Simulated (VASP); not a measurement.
A run of VASP 6.6.1 is set up as follows.

File INCAR:

```
PREC = Accurate
ENCUT = 520
EDIFF = 1E-6
ISMEAR = 0
SIGMA = 0.05
LREAL = False
LASPH = True
NELM = 80
ALGO = Normal
ISIF = 2
LWAVE = False
LCHARG = False
GGA = PE
IBRION = 2
NSW = 50
EDIFFG = -0.01
```

Contents of KPOINTS:

```
regular mesh
0
Gamma
  12 12 6
```

The input POSCAR:

```
SiC
1.0
    2.8405102518      0.0000000000      0.0000000000
   -1.4202551259      2.4599540378      0.0000000000
    0.0000000000      0.0000000000      5.0501431767
Si C
2 2
Direct
    0.3333333333      0.6666666667      0.0045639005
    0.6666666667      0.3333333333      0.5045639005
    0.3333333333      0.6666666667      0.3804360995
    0.6666666667      0.3333333333      0.8804360995
```

Potentials or basis: VASP PAW PBE potentials, release 64 (Si, C).

Command:

```console
$ cat potpaw_PBE.64/Si/POTCAR potpaw_PBE.64/C/POTCAR > POTCAR
$ mpirun -np 1 vasp_std > vasp.out
```

Question: Estimate the energy gained by relaxing.

Answer: 22.8 meV/atom.

Question: What does it give for the band gap on the k mesh?

Answer: 1.04 eV, indirect (least direct gap 4.34 eV).

Stress tensor (GPa, compression positive):
```
69.45  0.00  0.00
 0.00 69.45  0.00
 0.00  0.00 17.56
```

 A k mesh can miss the band edges.
